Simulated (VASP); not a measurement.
# SiW2 (P6/mmm) in VASP: notebook

Runs on SiW2. Level: PBE. Tasks: single point, relaxation of cell and atoms.

All numbers are computed with VASP 6.6.1; they aren't measurements. Logs are shortened: lines on timing, memory, paths and dates and some standing lists are left out, and cuts for length are marked.

## Step 1: The cell of the first run

The structure is hexagonal, space group P6/mmm (No. 191). Conventional cell: a = 4.558 Å, b = 4.558 Å, c = 2.626 Å, α = 90.00°, β = 90.00°, γ = 120.00°. Si (site symmetry 6/mmm) has 2 Si at 2.63 Å and 12 W at 2.94 Å within 3.5 Å. Within 3.5 Å of W (site symmetry -6m2) lie 5 W at 2.63 Å and 6 Si at 2.94 Å.

The cell was built from a structure type or drawn by symmetry, and may not be a known phase.

## Step 2: Single point, PBE

Input file INCAR:

```
SYSTEM = SiW2
PREC = Accurate ; ENCUT = 520
EDIFF = 1E-7 ; ISMEAR = 0
SIGMA = 0.1 ; LREAL = .False.
LASPH = .True. ; NELM = 100
ALGO = Normal ; ISIF = 2
LWAVE = .False. ; LCHARG = .False.
GGA = PE ; NBANDS = 23
```

Input file KPOINTS:

```
Automatic mesh
0
Gamma
  6 6 6
  0 0 0
```

Input file POSCAR:

```
SiW2
1.0
    4.5578479663      0.0000000000      0.0000000000
   -2.2789239832      3.9472121254      0.0000000000
    0.0000000000      0.0000000000      2.6261202535
Si W
1 2
Direct
    0.0000000000      0.0000000000      0.0000000000
    0.3333333333      0.6666666667      0.5000000000
    0.6666666667      0.3333333333      0.5000000000
```

Potentials or basis: VASP PAW PBE potentials, release 64 (Si, W_sv).

The run is started by

```bash
$ cat potpaw_PBE.64/Si/POTCAR potpaw_PBE.64/W_sv/POTCAR > POTCAR
$ mpirun -np 1 vasp_std > vasp.out
```

OUTCAR:

```text
SYSTEM = SiW2
   PREC = Accurate
   ENCUT = 520
   EDIFF = 1E-7
   ISMEAR = 0
   LREAL = .False.
   LASPH = .True.
   NELM = 100
   ISIF = 2
   GGA = PE

 ion  position               nearest neighbor table
   1  0.000  0.000  0.000-   2 2.94   3 2.94   2 2.94   3 2.94   3 2.94   3 2.94   2 2.94   2 2.94
                             3 2.94   3 2.94   2 2.94   2 2.94
   2  0.333  0.667  0.500-   3 2.63   3 2.63   3 2.63   1 2.94   1 2.94   1 2.94   1 2.94   1 2.94
                             1 2.94
   3  0.667  0.333  0.500-   2 2.63   2 2.63   2 2.63   1 2.94   1 2.94   1 2.94   1 2.94   1 2.94
                             1 2.94

  LATTYP: Found a hexagonal cell.
 ALAT       =     4.5578479663
 C/A-ratio  =     0.5761754830

  Lattice vectors:

 A1 = (   4.5578479663,   0.0000000000,   0.0000000000)
 A2 = (  -2.2789239832,   3.9472121254,   0.0000000000)
 A3 = (   0.0000000000,   0.0000000000,   2.6261202535)

Analysis of symmetry for initial positions (statically):
=====================================================================
 Subroutine PRICEL returns:
 Original cell was already a primitive cell.

 Routine SETGRP: Setting up the symmetry group for a
 hexagonal supercell.

 Subroutine GETGRP returns: Found 24 space group operations
 (whereof 24 operations were pure point group operations)
 out of a pool of 24 trial point group operations.

The static configuration has the point symmetry D_6h.

Analysis of symmetry for dynamics (positions and initial velocities):
=====================================================================
 Subroutine PRICEL returns:
 Original cell was already a primitive cell.

 Routine SETGRP: Setting up the symmetry group for a
 hexagonal supercell.

 Subroutine GETGRP returns: Found 24 space group operations
 (whereof 24 operations were pure point group operations)
 out of a pool of 24 trial point group operations.

The dynamic configuration has the point symmetry D_6h.

 Subroutine INISYM returns: Found 24 space group operations
 (whereof 24 operations are pure point group operations),
 and found     1 'primitive' translations

----------------------------------------------------------------------------------------

                                     Primitive cell

  volume of cell :      47.2460

  direct lattice vectors                    reciprocal lattice vectors
     4.557847966  0.000000000  0.000000000     0.219401789  0.126671682  0.000000000
    -2.278923983  3.947212125  0.000000000     0.000000000  0.253343364  0.000000000
     0.000000000  0.000000000  2.626120253     0.000000000  0.000000000  0.380789874

  length of vectors
     4.557847966  4.557847966  2.626120253     0.253343364  0.253343364  0.380789874

  position of ions in fractional coordinates (direct lattice)
     0.000000000  0.000000000  0.000000000
     0.333333333  0.666666667  0.500000000
     0.666666667  0.333333333  0.500000000

  ion indices of the primitive-cell ions
   primitive index   ion index
                 1           1
                 2           2
                 3           3

----------------------------------------------------------------------------------------

 KPOINTS: Automatic mesh

Automatic generation of k-mesh.
 Grid dimensions read from file:
 generate k-points for:    6    6    6

 Generating k-lattice:

  Cartesian coordinates                     Fractional coordinates (reciprocal lattice)
     0.036566965  0.021111947  0.000000000     0.166666667  0.000000000  0.000000000
     0.000000000  0.042223894  0.000000000     0.000000000  0.166666667  0.000000000
     0.000000000  0.000000000  0.063464979     0.000000000  0.000000000  0.166666667

  Length of vectors
     0.042223894  0.042223894  0.063464979

  Shift w.r.t. Gamma in fractional coordinates (k-lattice)
     0.000000000  0.000000000  0.000000000

 Subroutine IBZKPT returns following result:
 ===========================================

 Found     28 irreducible k-points:

 Following reciprocal coordinates:
            Coordinates               Weight
  0.000000  0.000000  0.000000      1.000000
  0.166667  0.000000  0.000000      6.000000
  0.333333  0.000000  0.000000      6.000000
  0.500000  0.000000  0.000000      3.000000
  0.166667  0.166667  0.000000      6.000000
  0.333333  0.166667  0.000000     12.000000
[... 16 lines left out ...]
  0.166667  0.000000  0.500000      6.000000
  0.333333  0.000000  0.500000      6.000000
 [... further k-points ...]
   k-points           NKPTS =     28   k-points in BZ     NKDIM =     28   number of bands    NBANDS=     23
   number of dos      NEDOS =    301   number of ions     NIONS =      3
   total plane-waves  NPLWV =  25920
   dimension x,y,z NGX =    36 NGY =   36 NGZ =   20
   dimension x,y,z NGXF=    72 NGYF=   72 NGZF=   40
   ions per type =               1   2
   NGX,Y,Z   is equivalent  to a cutoff of  13.13, 13.13, 12.66 a.u.
   NGXF,Y,Z  is equivalent  to a cutoff of  26.26, 26.26, 25.32 a.u.
 SYSTEM =  SiW2
   PREC   = accura    normal or accurate (medium, high low for compatibility)
   ISTART =      0    job   : 0-new  1-cont  2-samecut
   ICHARG =      2    charge: 1-file 2-atom 10-const
   ISPIN  =      1    spin polarized calculation?
   LNONCOLLINEAR =      F non collinear calculations
   LSORBIT =      F    spin-orbit coupling
   LASPH  =      T    aspherical Exc in radial PAW
   ENCUT  =  520.0 eV  38.22 Ry    6.18 a.u.   8.47  8.47  4.88*2*pi/ulx,y,z
   NELM   =    100;   NELMIN=  2; NELMDL= -5     # of ELM steps
   EDIFF  = 0.1E-06   stopping-criterion for ELM
   LREAL  =      F    real-space projection
   EDIFFG = 0.1E-05   stopping-criterion for IOM
   NSW    =      0    number of steps for IOM
   IBRION =     -1    ionic relax: 0-MD 1-quasi-New 2-CG
   NFREE  =      0    steps in history (QN), initial steepest desc. (CG)
   ISIF   =      2    stress and relaxation
   ISYM   =      2    0-nonsym 1-usesym 2-fastsym
   POTIM  = 0.5000    time-step for ionic-motion
   TEBEG  =    0.0;   TEEND  =   0.0 temperature during run
   PSTRESS=    0.0 pullay stress
   NELECT =      32.0000    total number of electrons
   NUPDOWN=      -1.0000    fix difference up-down
   EMIN   =  10.00;   EMAX   =-10.00  energy-range for DOS
   EFERMI =   0.00;   METHOD = LEGACY
   ISMEAR =     0;   SIGMA  =   0.10  broadening in eV -4-tet -1-fermi 0-gaus
   EFERMI_NEDOS =   21; number of points for ismear=-14 and -15
   IALGO  =     38    algorithm
   IMIX   =      4    mixing-type and parameters
     AMIX     =   0.40;   BMIX     =  1.00
     AMIX_MAG =   1.60;   BMIX_MAG =  1.00
  volume/ion in A,a.u.               =      15.75       106.28
  Fermi-wavevector in a.u.,A,eV,Ry     =   1.437705  2.716869 28.123193  2.066996
  Thomas-Fermi vector in A             =   2.556753
   LORBIT       =      0    0 simple, 1 ext, 2 COOP (PROOUT), +10 PAW based schemes
   GGA     = PE    functional components
   LHFCALC =     F    Hartree Fock is set to
   AEXX    =    0.0000 exact exchange contribution
   IVDW    =     0    specifies the selected vdW correction
   LEPSILON=     F    determine dielectric tensor
   LRPA    =     F    only Hartree local field effects (RPA)
 non-spin polarized calculation
 Gauss-broadening in eV      SIGMA  =   0.10
  energy-cutoff  :      520.00
  volume of cell :       47.25
 maximum number of plane-waves:      1290
 NGX is ok and might be reduce to    36
   NGX = 17   NGY = 17   NGZ =  9

 number of electron      32.0000000 magnetization

 Free energy of the ion-electron system (eV)
  ---------------------------------------------------
  ext. energy  EPLUGINS =         0.00000000
  ---------------------------------------------------
  free energy    TOTEN  =       -29.10324553 eV

  energy without entropy =      -29.08986576  energy(sigma->0) =      -29.09655565

 E-fermi :  10.9873     XC(G=0): -12.7047

 val. band max:       10.9593162791   @ k =   0.0000   0.0000   0.5000
 cond. band min:      11.0176722559   @ k =   0.0000   0.0000   0.1667
 fundamental gap:      0.0583559768
 Fermi energy:        10.9873026995

 k-point     1 :       0.0000    0.0000    0.0000
  band No.  band energies     occupation
      1     -63.0871      2.00000
      2     -62.9405      2.00000
      3     -27.6996      2.00000
      4     -27.6996      2.00000
      5     -26.8531      2.00000
      6     -26.8531      2.00000
[... 15 lines left out ...]
     22      14.7058      0.00000
     23      16.8860      0.00000

 k-point     2 :       0.1667    0.0000    0.0000
  band No.  band energies     occupation
      1     -63.0786      2.00000
      2     -62.9493      2.00000
      3     -27.7193      2.00000
      4     -27.6605      2.00000
      5     -26.8958      2.00000
      6     -26.8311      2.00000
[... 15 lines left out ...]
     22      14.8586      0.00000
     23      17.2496      0.00000

 k-point     3 :       0.3333    0.0000    0.0000
  band No.  band energies     occupation
      1     -63.0564      2.00000
      2     -62.9718      2.00000
      3     -27.7561      2.00000
      4     -27.5658      2.00000
      5     -26.9975      2.00000
      6     -26.7902      2.00000
[... 15 lines left out ...]
     22      15.1314      0.00000
     23      17.6596      0.00000

 k-point     4 :       0.5000    0.0000    0.0000
  band No.  band energies     occupation
      1     -63.0386      2.00000
      2     -62.9897      2.00000
      3     -27.7733      2.00000
      4     -27.5032      2.00000
      5     -27.0636      2.00000
      6     -26.7704      2.00000
[... 15 lines left out ...]
     22      15.2566      0.00000
     23      18.6868      0.00000

 k-point     5 :       0.1667    0.1667    0.0000
  band No.  band energies     occupation
      1     -63.0629      2.00000
      2     -62.9652      2.00000
      3     -27.7547      2.00000
      4     -27.5807      2.00000
      5     -26.9805      2.00000
      6     -26.7979      2.00000
[... 15 lines left out ...]
     22      15.1061      0.00000
     23      18.0549      0.00000

 k-point     6 :       0.3333    0.1667    0.0000
  band No.  band energies     occupation
      1     -63.0386      2.00000
      2     -62.9897      2.00000
      3     -27.7904      2.00000
      4     -27.4601      2.00000
      5     -27.1060      2.00000
      6     -26.7690      2.00000
[... 15 lines left out ...]
     22      15.3389      0.00000
     23      18.6304      0.00000

 k-point     7 :       0.3333    0.3333    0.0000
  band No.  band energies     occupation
      1     -63.0142      2.00000
      2     -63.0142      2.00000
      3     -27.8132      2.00000
      4     -27.2837      2.00000
      5     -27.2837      2.00000
      6     -26.7401      2.00000
[... 353 lines left out ...]
     22      15.2632      0.00000
     23      17.0903      0.00000

 k-point    21 :       0.3333    0.3333    0.3333
  band No.  band energies     occupation
      1     -62.9388      2.00000
      2     -62.9388      2.00000
      3     -27.7196      2.00000
      4     -27.7196      2.00000
      5     -27.6787      2.00000
      6     -27.1683      2.00000
[... 15 lines left out ...]
     22      15.7959      0.00000
     23      17.8128      0.00000

 k-point    22 :       0.0000    0.0000    0.5000
  band No.  band energies     occupation
      1     -62.9847      2.00000
      2     -62.8416      2.00000
      3     -28.1522      2.00000
      4     -27.8904      2.00000
      5     -27.5301      2.00000
      6     -27.5301      2.00000
[... 15 lines left out ...]
     22      16.1018      0.00000
     23      17.7651      0.00000

 k-point    23 :       0.1667    0.0000    0.5000
  band No.  band energies     occupation
      1     -62.9764      2.00000
      2     -62.8502      2.00000
      3     -28.1368      2.00000
      4     -27.9060      2.00000
      5     -27.5481      2.00000
      6     -27.4917      2.00000
[... 15 lines left out ...]
     22      17.0650      0.00000
     23      18.0969      0.00000

 k-point    24 :       0.3333    0.0000    0.5000
  band No.  band energies     occupation
      1     -62.9547      2.00000
      2     -62.8721      2.00000
      3     -28.0971      2.00000
      4     -27.9461      2.00000
      5     -27.5817      2.00000
      6     -27.3985      2.00000
[... 15 lines left out ...]
     22      15.8577      0.00000
     23      16.4225      0.00000

 [... further k-points ...]

------------------------ aborting loop because EDIFF is reached ----------------------------------------

  FORCE on cell =-STRESS in cart. coord.  units (eV):
  Direction    XX          YY          ZZ          XY          YZ          ZX
  --------------------------------------------------------------------------------------
  -------------------------------------------------------------------------------------
  Total        0.1302560      0.1302560      0.2036151     -0.0000000      0.0000000      0.0000000
  in kB        4.4171629      4.4171629      6.9048709     -0.0000000      0.0000000      0.0000000
  external PRESSURE =       5.2463989 kB  Pullay stress =       0.0000000 kB

 VOLUME and BASIS-vectors are now :
 -----------------------------------------------------------------------------
  energy-cutoff  :      520.00
  volume of cell :       47.25
      direct lattice vectors                 reciprocal lattice vectors
     4.557847966  0.000000000  0.000000000     0.219401789  0.126671682  0.000000000
    -2.278923983  3.947212125  0.000000000     0.000000000  0.253343364  0.000000000
     0.000000000  0.000000000  2.626120253     0.000000000  0.000000000  0.380789874

 POSITION                                       TOTAL-FORCE (eV/Angst)
 -----------------------------------------------------------------------------------
      0.00000      0.00000      0.00000         0.000000      0.000000     -0.000000
     -0.00000      2.63147      1.31306         0.000000     -0.000000      0.000000
      2.27892      1.31574      1.31306        -0.000000      0.000000     -0.000000
 -----------------------------------------------------------------------------------
    total drift:                                0.000000      0.000000     -0.000000

  FREE ENERGIE OF THE ION-ELECTRON SYSTEM (eV)
  ---------------------------------------------------
  free  energy   TOTEN  =       -29.1032455327 eV

  energy  without entropy=      -29.0898657633  energy(sigma->0) =      -29.09655565
```

It took 10 s on 1 thread of Intel Xeon 6975P-C (Granite Rapids), shared host; peak memory 0.17 GiB.

What came out:

```
Free energy            : -29.1032 eV
Pressure               : 0.5 GPa
Band gap on the k mesh : zero (bands 16 and 17 overlap by 2.00 eV)
```

Caveat: the k points lie up to 0.40 Å⁻¹ apart, too coarse for converged energies and pressures of a metal; spin-orbit coupling is left out, which moves the levels of the heavy elements.

## Step 3: Single point, PBE

This run uses another cell than the first one, of 18.13 Å³/atom.

Input file INCAR:

```
PREC     = Accurate       # precision mode
ENCUT    = 520            # plane-wave cutoff, eV
EDIFF    = 1E-7           # SCF threshold, eV
ISMEAR   = 0              # smearing method
SIGMA    = 0.1            # smearing width, eV
LREAL    = False          # projectors in reciprocal space
LASPH    = True           # aspherical terms in the spheres
NELM     = 60             # most SCF steps
ALGO     = Normal         # electronic algorithm
ISIF     = 2              # what is computed and relaxed
LWAVE    = False          # write WAVECAR
LCHARG   = False          # write CHGCAR
GGA      = PE             # functional
NBANDS   = 23             # bands
```

Input file KPOINTS:

```
regular mesh
0
Gamma
  6 6 6
```

Input file POSCAR:

```
SiW2
1.0
    4.1237857800      0.0000000000      0.0000000000
   -2.0618928900      3.5713032400      0.0000000000
    0.0000000000      0.0000000000      3.6929041500
Si W
1 2
Direct
    0.0000000000      0.0000000000      0.0000000000
    0.3333333300      0.6666666700      0.5000000000
    0.6666666700      0.3333333300      0.5000000000
```

Potentials or basis: VASP PAW PBE potentials, release 64 (Si, W_sv).

The run is started by

```bash
$ cat potpaw_PBE.64/Si/POTCAR potpaw_PBE.64/W_sv/POTCAR > POTCAR
$ mpirun -np 1 vasp_std > vasp.out
```

Run time: 12 s. Hardware: 1 thread of Intel Xeon 6975P-C (Granite Rapids), shared host; peak memory 0.18 GiB.

It converged, with:

| Property | Result |
| --- | --- |
| Free energy | -26.9554 eV |
| Pressure | 6.0 GPa |
| Band gap on the k mesh | zero (bands 16 and 17 overlap by 1.31 eV) |

Stress tensor (GPa, compression positive):
```
 17.50   0.00   0.00
  0.00  17.50   0.00
  0.00   0.00 -17.07
```

Levels at points of the mesh, in eV from the Fermi level:
| k point | band 12 | band 13 | band 14 | band 15 | band 16 | band 17 | band 18 | band 19 | band 20 | band 21 |
| --- | --- | --- | --- | --- | --- | --- | --- | --- | --- | --- |
| (0.00, 0.00, 0.00) | -2.71 | -1.59 | -1.59 | -0.10 | -0.10 | 0.34 | 0.49 | 1.43 | 1.98 | 1.98 |
| (0.50, 0.00, 0.00) | -3.13 | -2.82 | -2.44 | -2.00 | -0.99 | -0.54 | 0.90 | 3.62 | 3.63 | 3.77 |
| (0.00, 0.00, 0.50) | -2.87 | -1.37 | -1.37 | -1.13 | -1.13 | -0.12 | 0.17 | 0.17 | 3.34 | 4.39 |
| (0.50, 0.00, 0.50) | -3.87 | -3.09 | -2.75 | -1.93 | 0.73 | 1.09 | 2.24 | 3.02 | 3.27 | 3.95 |

Caveat: the cell stands under pressure; spin-orbit coupling is left out, which moves the levels of the heavy elements.

(Part 1 of 3 ends here.)
